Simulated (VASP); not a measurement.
# Si (Fd-3m) in VASP: single point with LDA

Aim: the single point of Si with LDA.

All numbers are computed with VASP 6.6.1; they aren't measurements. Logs are shortened: lines on timing, memory, paths and dates and some standing lists are left out, and cuts for length are marked.

## 1. The cell of the first run

It takes space group Fd-3m (No. 227, cubic). Conventional cell: a = 5.401 Å, b = 5.401 Å, c = 5.401 Å, α = 90.00°, β = 90.00°, γ = 90.00°. Within 3.1 Å of Si (site symmetry -43m) lie 4 Si at 2.34 Å.

## 2. Single point, LDA

Contents of INCAR:

```
SYSTEM = Si
ALGO = Normal ; EDIFF = 1E-6
ENCUT = 500 ; GGA_COMPAT = .FALSE.
ISIF = 2 ; ISMEAR = 0
LASPH = .TRUE. ; LCHARG = .FALSE.
LREAL = .FALSE. ; LWAVE = .FALSE.
NBANDS = 11 ; NELM = 120
PREC = Accurate ; SIGMA = 0.02
```

Contents of KPOINTS:

```
k-points
0
G
  10 10 10
  0 0 0
```

Contents of POSCAR:

```
Si
1.0
    0.0000000000      2.7007329269      2.7007329269
    2.7007329269      0.0000000000      2.7007329269
    2.7007329269      2.7007329269      0.0000000000
Si
2
Direct
    0.0000000000      0.0000000000      0.0000000000
    0.2500000000      0.2500000000      0.2500000000
```

Potentials or basis: VASP PAW LDA potentials, release 64 (Si).

The run is started by

```sh
$ cat potpaw_LDA.64/Si/POTCAR > POTCAR
$ mpirun -np 1 vasp_std > vasp.out
```

OUTCAR:

```text
SYSTEM = Si
   EDIFF = 1E-6
   ENCUT = 500
   ISIF = 2
   ISMEAR = 0
   LASPH = .TRUE.
   LREAL = .FALSE.
   NELM = 120
   PREC = Accurate

 ion  position               nearest neighbor table
   1  0.000  0.000  0.000-   2 2.34   2 2.34   2 2.34   2 2.34
   2  0.250  0.250  0.250-   1 2.34   1 2.34   1 2.34   1 2.34

  LATTYP: Found a face centered cubic cell.
 ALAT       =     5.4014658538

  Lattice vectors:

 A1 = (   0.0000000000,   2.7007329269,   2.7007329269)
 A2 = (   2.7007329269,   0.0000000000,   2.7007329269)
 A3 = (   2.7007329269,   2.7007329269,   0.0000000000)

Analysis of symmetry for initial positions (statically):
=====================================================================
 Subroutine PRICEL returns:
 Original cell was already a primitive cell.

 Routine SETGRP: Setting up the symmetry group for a
 face centered cubic supercell.

 Subroutine GETGRP returns: Found 48 space group operations
 (whereof 24 operations were pure point group operations)
 out of a pool of 48 trial point group operations.

The static configuration has the point symmetry T_d .
 The point group associated with its full space group is O_h .

Analysis of symmetry for dynamics (positions and initial velocities):
=====================================================================
 Subroutine PRICEL returns:
 Original cell was already a primitive cell.

 Routine SETGRP: Setting up the symmetry group for a
 face centered cubic supercell.

 Subroutine GETGRP returns: Found 48 space group operations
 (whereof 24 operations were pure point group operations)
 out of a pool of 48 trial point group operations.

The dynamic configuration has the point symmetry T_d .
 The point group associated with its full space group is O_h .

 Subroutine INISYM returns: Found 48 space group operations
 (whereof 24 operations are pure point group operations),
 and found     1 'primitive' translations

----------------------------------------------------------------------------------------

                                     Primitive cell

  volume of cell :      39.3981

  direct lattice vectors                    reciprocal lattice vectors
     0.000000000  2.700732927  2.700732927    -0.185134929  0.185134929  0.185134929
     2.700732927  0.000000000  2.700732927     0.185134929 -0.185134929  0.185134929
     2.700732927  2.700732927  0.000000000     0.185134929  0.185134929 -0.185134929

  length of vectors
     3.819413134  3.819413134  3.819413134     0.320663104  0.320663104  0.320663104

  position of ions in fractional coordinates (direct lattice)
     0.000000000  0.000000000  0.000000000
     0.250000000  0.250000000  0.250000000

  ion indices of the primitive-cell ions
   primitive index   ion index
                 1           1
                 2           2

----------------------------------------------------------------------------------------

 KPOINTS: k-points

Automatic generation of k-mesh.
 Grid dimensions read from file:
 generate k-points for:   10   10   10

 Generating k-lattice:

  Cartesian coordinates                     Fractional coordinates (reciprocal lattice)
    -0.018513493  0.018513493  0.018513493     0.100000000  0.000000000  0.000000000
     0.018513493 -0.018513493  0.018513493     0.000000000  0.100000000  0.000000000
     0.018513493  0.018513493 -0.018513493     0.000000000  0.000000000  0.100000000

  Length of vectors
     0.032066310  0.032066310  0.032066310

  Shift w.r.t. Gamma in fractional coordinates (k-lattice)
     0.000000000  0.000000000  0.000000000

 Subroutine IBZKPT returns following result:
 ===========================================

 Found     47 irreducible k-points:

 Following reciprocal coordinates:
            Coordinates               Weight
  0.000000  0.000000  0.000000      1.000000
  0.100000  0.000000  0.000000      8.000000
  0.200000  0.000000  0.000000      8.000000
  0.300000  0.000000  0.000000      8.000000
  0.400000  0.000000  0.000000      8.000000
  0.500000  0.000000  0.000000      4.000000
[... 16 lines left out ...]
  0.300000  0.300000  0.000000      6.000000
  0.400000  0.300000  0.000000     24.000000
 [... further k-points ...]
   k-points           NKPTS =     47   k-points in BZ     NKDIM =     47   number of bands    NBANDS=     11
   number of dos      NEDOS =    301   number of ions     NIONS =      2
   total plane-waves  NPLWV =  21952
   dimension x,y,z NGX =    28 NGY =   28 NGZ =   28
   dimension x,y,z NGXF=    56 NGYF=   56 NGZF=   56
   ions per type =               2
   NGX,Y,Z   is equivalent  to a cutoff of  12.19, 12.19, 12.19 a.u.
   NGXF,Y,Z  is equivalent  to a cutoff of  24.37, 24.37, 24.37 a.u.
 SYSTEM =  Si
   PREC   = accura    normal or accurate (medium, high low for compatibility)
   ISTART =      0    job   : 0-new  1-cont  2-samecut
   ICHARG =      2    charge: 1-file 2-atom 10-const
   ISPIN  =      1    spin polarized calculation?
   LNONCOLLINEAR =      F non collinear calculations
   LSORBIT =      F    spin-orbit coupling
   LASPH  =      T    aspherical Exc in radial PAW
   ENCUT  =  500.0 eV  36.75 Ry    6.06 a.u.   6.96  6.96  6.96*2*pi/ulx,y,z
   NELM   =    120;   NELMIN=  2; NELMDL= -5     # of ELM steps
   EDIFF  = 0.1E-05   stopping-criterion for ELM
   LREAL  =      F    real-space projection
   EDIFFG = 0.1E-04   stopping-criterion for IOM
   NSW    =      0    number of steps for IOM
   IBRION =     -1    ionic relax: 0-MD 1-quasi-New 2-CG
   NFREE  =      0    steps in history (QN), initial steepest desc. (CG)
   ISIF   =      2    stress and relaxation
   ISYM   =      2    0-nonsym 1-usesym 2-fastsym
   POTIM  = 0.5000    time-step for ionic-motion
   TEBEG  =    0.0;   TEEND  =   0.0 temperature during run
   PSTRESS=    0.0 pullay stress
   NELECT =       8.0000    total number of electrons
   NUPDOWN=      -1.0000    fix difference up-down
   EMIN   =  10.00;   EMAX   =-10.00  energy-range for DOS
   EFERMI =   0.00;   METHOD = LEGACY
   ISMEAR =     0;   SIGMA  =   0.02  broadening in eV -4-tet -1-fermi 0-gaus
   EFERMI_NEDOS =   21; number of points for ismear=-14 and -15
   IALGO  =     38    algorithm
   IMIX   =      4    mixing-type and parameters
     AMIX     =   0.40;   BMIX     =  1.00
     AMIX_MAG =   1.60;   BMIX_MAG =  1.00
  volume/ion in A,a.u.               =      19.70       132.94
  Fermi-wavevector in a.u.,A,eV,Ry     =   0.962232  1.818355 12.597507  0.925891
  Thomas-Fermi vector in A             =   2.091673
   LORBIT       =      0    0 simple, 1 ext, 2 COOP (PROOUT), +10 PAW based schemes
   GGA     = CA    functional components
   LHFCALC =     F    Hartree Fock is set to
   AEXX    =    0.0000 exact exchange contribution
   IVDW    =     0    specifies the selected vdW correction
   LEPSILON=     F    determine dielectric tensor
   LRPA    =     F    only Hartree local field effects (RPA)
 non-spin polarized calculation
 Gauss-broadening in eV      SIGMA  =   0.02
  energy-cutoff  :      500.00
  volume of cell :       39.40
 maximum number of plane-waves:      1010
   NGX = 13   NGY = 13   NGZ = 13

 number of electron       8.0000001 magnetization

 Free energy of the ion-electron system (eV)
  ---------------------------------------------------
  ext. energy  EPLUGINS =         0.00000000
  ---------------------------------------------------
  free energy    TOTEN  =       -11.91903638 eV

  energy without entropy =      -11.91903638  energy(sigma->0) =      -11.91903638

 E-fermi :   6.0966     XC(G=0):  -9.6666

 val. band max:        5.9362943878   @ k =   0.0000   0.0000   0.0000
 cond. band min:       6.3883444996   @ k =   0.4000   0.4000   0.0000
 fundamental gap:      0.4520501118
 Fermi energy:         6.0965892923

 k-point     1 :       0.0000    0.0000    0.0000
  band No.  band energies     occupation
      1      -6.1322      2.00000
      2       5.9363      2.00000
      3       5.9363      2.00000
      4       5.9363      2.00000
      5       8.4672      0.00000
      6       8.4672      0.00000
      7       8.4672      0.00000
      8       9.3317      0.00000
      9      13.6723      0.00000
     10      13.6723      0.00000
     11      13.6828      0.00000

 k-point     2 :       0.1000    0.0000    0.0000
  band No.  band energies     occupation
      1      -5.9994      2.00000
      2       4.7774      2.00000
      3       5.7340      2.00000
      4       5.7340      2.00000
      5       8.4792      0.00000
      6       8.7642      0.00000
      7       8.7642      0.00000
      8      10.2440      0.00000
      9      13.2935      0.00000
     10      13.2935      0.00000
     11      14.2400      0.00000

 k-point     3 :       0.2000    0.0000    0.0000
  band No.  band energies     occupation
      1      -5.6072      2.00000
      2       2.8933      2.00000
      3       5.3485      2.00000
      4       5.3485      2.00000
      5       8.1165      0.00000
      6       9.2745      0.00000
      7       9.2745      0.00000
      8      11.9857      0.00000
      9      12.9602      0.00000
     10      12.9602      0.00000
     11      14.9181      0.00000

 k-point     4 :       0.3000    0.0000    0.0000
  band No.  band energies     occupation
      1      -4.9816      2.00000
      2       1.0846      2.00000
      3       5.0115      2.00000
      4       5.0115      2.00000
      5       7.7486      0.00000
      6       9.4327      0.00000
      7       9.4327      0.00000
      8      13.5011      0.00000
      9      13.5109      0.00000
     10      13.5109      0.00000
     11      14.7187      0.00000

 k-point     5 :       0.4000    0.0000    0.0000
  band No.  band energies     occupation
      1      -4.2187      2.00000
      2      -0.4151      2.00000
      3       4.7987      2.00000
      4       4.7987      2.00000
      5       7.5066      0.00000
      6       9.3019      0.00000
      7       9.3019      0.00000
      8      13.5987      0.00000
      9      14.9177      0.00000
     10      14.9177      0.00000
     11      15.9795      0.00000
[... 211 lines left out ...]
 k-point    21 :      -0.3000    0.2000    0.0000
  band No.  band energies     occupation
      1      -4.0314      2.00000
      2       0.1733      2.00000
      3       2.4087      2.00000
      4       4.6040      2.00000
      5       8.3224      0.00000
      6      10.4406      0.00000
      7      10.4959      0.00000
      8      12.6110      0.00000
      9      12.7193      0.00000
     10      15.4520      0.00000
     11      17.7909      0.00000

 k-point    22 :      -0.2000    0.2000    0.0000
  band No.  band energies     occupation
      1      -4.7627      2.00000
      2       1.4326      2.00000
      3       2.8633      2.00000
      4       5.0833      2.00000
      5       8.7880      0.00000
      6       9.9075      0.00000
      7      10.1947      0.00000
      8      11.6289      0.00000
      9      11.9998      0.00000
     10      16.5630      0.00000
     11      16.7536      0.00000

 k-point    23 :       0.3000    0.3000    0.0000
  band No.  band energies     occupation
      1      -4.5609      2.00000
      2       1.5094      2.00000
      3       3.6704      2.00000
      4       3.6704      2.00000
      5       6.6853      0.00000
      6       8.2324      0.00000
      7      12.5873      0.00000
      8      12.5873      0.00000
      9      15.0891      0.00000
     10      15.4269      0.00000
     11      18.2800      0.00000

 k-point    24 :       0.4000    0.3000    0.0000
  band No.  band energies     occupation
      1      -3.9387      2.00000
      2       0.4936      2.00000
      3       3.0212      2.00000
      4       3.4637      2.00000
      5       6.8734      0.00000
      6       8.0678      0.00000
      7      12.8874      0.00000
      8      13.0023      0.00000
      9      16.4428      0.00000
     10      16.7302      0.00000
     11      18.0366      0.00000

 [... further k-points ...]

------------------------ aborting loop because EDIFF is reached ----------------------------------------

  FORCE on cell =-STRESS in cart. coord.  units (eV):
  Direction    XX          YY          ZZ          XY          YZ          ZX
  --------------------------------------------------------------------------------------
  -------------------------------------------------------------------------------------
  Total        0.0179100      0.0179100      0.0179100      0.0000000      0.0000000     -0.0000000
  in kB        0.7283368      0.7283368      0.7283368      0.0000000      0.0000000     -0.0000000
  external PRESSURE =       0.7283368 kB  Pullay stress =       0.0000000 kB

 VOLUME and BASIS-vectors are now :
 -----------------------------------------------------------------------------
  energy-cutoff  :      500.00
  volume of cell :       39.40
      direct lattice vectors                 reciprocal lattice vectors
     0.000000000  2.700732927  2.700732927    -0.185134929  0.185134929  0.185134929
     2.700732927  0.000000000  2.700732927     0.185134929 -0.185134929  0.185134929
     2.700732927  2.700732927  0.000000000     0.185134929  0.185134929 -0.185134929

 POSITION                                       TOTAL-FORCE (eV/Angst)
 -----------------------------------------------------------------------------------
      0.00000      0.00000      0.00000         0.000000     -0.000000      0.000000
      1.35037      1.35037      1.35037        -0.000000      0.000000     -0.000000
 -----------------------------------------------------------------------------------
    total drift:                                0.000000      0.000000      0.000000

  FREE ENERGIE OF THE ION-ELECTRON SYSTEM (eV)
  ---------------------------------------------------
  free  energy   TOTEN  =       -11.9190363793 eV

  energy  without entropy=      -11.9190363793  energy(sigma->0) =      -11.91903638
```

It took 25 s on 1 thread of Intel Xeon 8259CL, shared host; peak memory 0.14 GiB.

What came out:

- Free energy: -11.9190 eV
- Pressure: 0.1 GPa
- Band gap on the k mesh: 0.45 eV (least direct gap 2.53 eV)
